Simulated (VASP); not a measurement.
# HfSiO4 (I4_1/amd) in VASP: notebook, part 2 of 2

VASP 6.6.1.

## Step 5: Single point, PBE

File INCAR:

```
SYSTEM = HfSiO4
ALGO = Normal
EDIFF = 1E-6
ENCUT = 520
GGA = PE
ISIF = 2
ISMEAR = 0
LASPH = .True.
LCHARG = .False.
LREAL = .False.
LWAVE = .False.
NBANDS = 50
NELM = 100
PREC = Accurate
SIGMA = 0.05
```

File KPOINTS:

```
k-points
0
Gamma
  6 6 6
  0 0 0
```

File POSCAR:

```
HfSiO4
1.0
   -3.2862500000      3.2862500000      2.9816000000
    3.2862500000     -3.2862500000      2.9816000000
    3.2862500000      3.2862500000     -2.9816000000
Hf Si O
2 2 8
Direct
    0.7500000000      0.2500000000      0.5000000000
    0.0000000000      0.0000000000      0.0000000000
    0.2500000000      0.7500000000      0.5000000000
    0.5000000000      0.5000000000      0.0000000000
    0.1353000000      0.3198000000      0.8155000000
    0.0698000000      0.7543000000      0.6845000000
    0.5043000000      0.3198000000      0.1845000000
    0.0698000000      0.3853000000      0.3155000000
    0.6147000000      0.9302000000      0.6845000000
    0.6802000000      0.8647000000      0.1845000000
    0.2457000000      0.9302000000      0.3155000000
    0.6802000000      0.4957000000      0.8155000000
```

Potentials or basis: VASP PAW PBE potentials, release 64 (Hf_pv, Si, O).

Started as:

```console
$ cat potpaw_PBE.64/Hf_pv/POTCAR potpaw_PBE.64/Si/POTCAR potpaw_PBE.64/O/POTCAR > POTCAR
$ mpirun -np 1 vasp_std > vasp.out
```

OUTCAR:

```text
SYSTEM = HfSiO4
   EDIFF = 1E-6
   ENCUT = 520
   GGA = PE
   ISIF = 2
   ISMEAR = 0
   LASPH = .True.
   LREAL = .False.
   NELM = 100
   PREC = Accurate

 ion  position               nearest neighbor table
   1  0.750  0.250  0.500-   5 2.11   7 2.11  10 2.11  12 2.11   9 2.26   6 2.26   8 2.26  11 2.26
                             3 2.98   3 2.98   2 3.61   2 3.61   2 3.61   2 3.61
   2  0.000  0.000  0.000-   6 2.11   8 2.11   9 2.11  11 2.11   7 2.26  10 2.26   5 2.26  12 2.26
                             4 2.98   4 2.98   1 3.61   1 3.61   1 3.61   1 3.61
   3  0.250  0.750  0.500-   6 1.62   8 1.62   9 1.62  11 1.62   1 2.98   1 2.98
   4  0.500  0.500  0.000-   5 1.62   7 1.62  10 1.62  12 1.62   2 2.98   2 2.98
   5  0.135  0.320  0.816-   4 1.62   1 2.11   2 2.26
   6  0.070  0.754  0.684-   3 1.62   2 2.11   1 2.26
   7  0.504  0.320  0.184-   4 1.62   1 2.11   2 2.26
   8  0.070  0.385  0.316-   3 1.62   2 2.11   1 2.26
   9  0.615  0.930  0.684-   3 1.62   2 2.11   1 2.26
  10  0.680  0.865  0.184-   4 1.62   1 2.11   2 2.26
  11  0.246  0.930  0.316-   3 1.62   2 2.11   1 2.26
  12  0.680  0.496  0.816-   4 1.62   1 2.11   2 2.26

[... 1485 lines left out ...]

 [... further k-points ...]

------------------------ aborting loop because EDIFF is reached ----------------------------------------

  FORCE on cell =-STRESS in cart. coord.  units (eV):
  Direction    XX          YY          ZZ          XY          YZ          ZX
  --------------------------------------------------------------------------------------
  -------------------------------------------------------------------------------------
  Total        4.3598494      4.3598494      5.2897794      0.0000000     -0.0000000      0.0000000
  in kB       54.2339836     54.2339836     65.8017696      0.0000000     -0.0000000      0.0000000
  external PRESSURE =      58.0899123 kB  Pullay stress =       0.0000000 kB

 VOLUME and BASIS-vectors are now :
 -----------------------------------------------------------------------------
  energy-cutoff  :      520.00
  volume of cell :      128.80
      direct lattice vectors                 reciprocal lattice vectors
    -3.286250000  3.286250000  2.981600000     0.000000000  0.152149106  0.167695197
     3.286250000 -3.286250000  2.981600000     0.152149106  0.000000000  0.167695197
     3.286250000  3.286250000 -2.981600000     0.152149106  0.152149106  0.000000000

 POSITION                                       TOTAL-FORCE (eV/Angst)
 -----------------------------------------------------------------------------------
     -0.00000      3.28625      1.49080        -0.000000      0.000000      0.000000
      0.00000      0.00000      0.00000        -0.000000      0.000000      0.000000
      3.28625     -0.00000      1.49080        -0.000000      0.000000      0.000000
      0.00000      0.00000      2.98160        -0.000000      0.000000      0.000000
      3.28625      2.07362     -1.07457        -0.000000     -0.410019     -0.336153
      4.49888      0.00000      0.41623         0.410019      0.000000     -0.336153
      0.00000      1.21263      1.90703        -0.000000      0.410019     -0.336153
      2.07362      0.00000      0.41623        -0.410019      0.000000     -0.336153
      3.28625      1.21263      2.56537        -0.000000      0.410019      0.336153
      1.21263     -0.00000      4.05617         0.410019      0.000000      0.336153
      3.28625     -1.21263      2.56537        -0.000000     -0.410019      0.336153
      2.07362      3.28625      1.07457        -0.410019      0.000000      0.336153
 -----------------------------------------------------------------------------------
    total drift:                               -0.000000     -0.000000      0.000000

  FREE ENERGIE OF THE ION-ELECTRON SYSTEM (eV)
  ---------------------------------------------------
  free  energy   TOTEN  =      -108.5976654126 eV

  energy  without entropy=     -108.5976654126  energy(sigma->0) =     -108.59766541
```

OSZICAR:

```text
N       E                     dE             d eps       ncg     rms          rms(c)
DAV:   1     0.454446555489E+03    0.45445E+03   -0.42383E+04  3000   0.149E+03
DAV:   2    -0.967490990103E+02   -0.55120E+03   -0.53512E+03  3654   0.366E+02
DAV:   3    -0.125303110199E+03   -0.28554E+02   -0.28421E+02  3640   0.809E+01
DAV:   4    -0.125656833483E+03   -0.35372E+00   -0.35321E+00  3896   0.984E+00
DAV:   5    -0.125661369082E+03   -0.45356E-02   -0.45340E-02  3768   0.104E+00    0.719E+01
DAV:   6    -0.108651080317E+03    0.17010E+02   -0.67553E+01  3434   0.374E+01    0.585E+01
DAV:   7    -0.108618657610E+03    0.32423E-01   -0.33854E+00  3796   0.841E+00    0.408E+01
DAV:   8    -0.108648054015E+03   -0.29396E-01   -0.62476E-01  3716   0.453E+00    0.120E+01
DAV:   9    -0.108597156375E+03    0.50898E-01   -0.23080E-01  3434   0.239E+00    0.264E+00
DAV:  10    -0.108597592837E+03   -0.43646E-03   -0.10286E-02  3816   0.548E-01    0.354E-01
DAV:  11    -0.108597519609E+03    0.73228E-04   -0.90413E-04  3600   0.152E-01    0.241E-01
DAV:  12    -0.108597636772E+03   -0.11716E-03   -0.14827E-04  3660   0.581E-02    0.732E-02
DAV:  13    -0.108597665353E+03   -0.28581E-04   -0.27909E-05  3792   0.276E-02    0.518E-02
DAV:  14    -0.108597665413E+03   -0.59102E-07   -0.11467E-06  2600   0.578E-03
   1 F= -.10859767E+03 E0= -.10859767E+03  d E =-.114410E-19
```

It took 3.4 min on 1 thread of Intel Xeon Platinum 8488C (Sapphire Rapids), shared host; peak memory 0.34 GiB.

What came out:

| Item | Value |
| --- | --- |
| Free energy | -108.5977 eV |
| Pressure | 5.8 GPa |
| Largest force | 0.530 eV/Å |
| Band gap on the k mesh | 5.41 eV (least direct gap 5.76 eV) |

Forces on the atoms (eV/Å):
```
Hf   0.000  0.000  0.000
Hf   0.000  0.000  0.000
Si   0.000  0.000  0.000
Si   0.000  0.000  0.000
O    0.000 -0.410 -0.336
O    0.410  0.000 -0.336
O    0.000  0.410 -0.336
O   -0.410  0.000 -0.336
O    0.000  0.410  0.336
O    0.410  0.000  0.336
O    0.000 -0.410  0.336
O   -0.410  0.000  0.336
```

Caveat: the cell stands under pressure; spin-orbit coupling is left out, which moves the levels of the heavy elements.
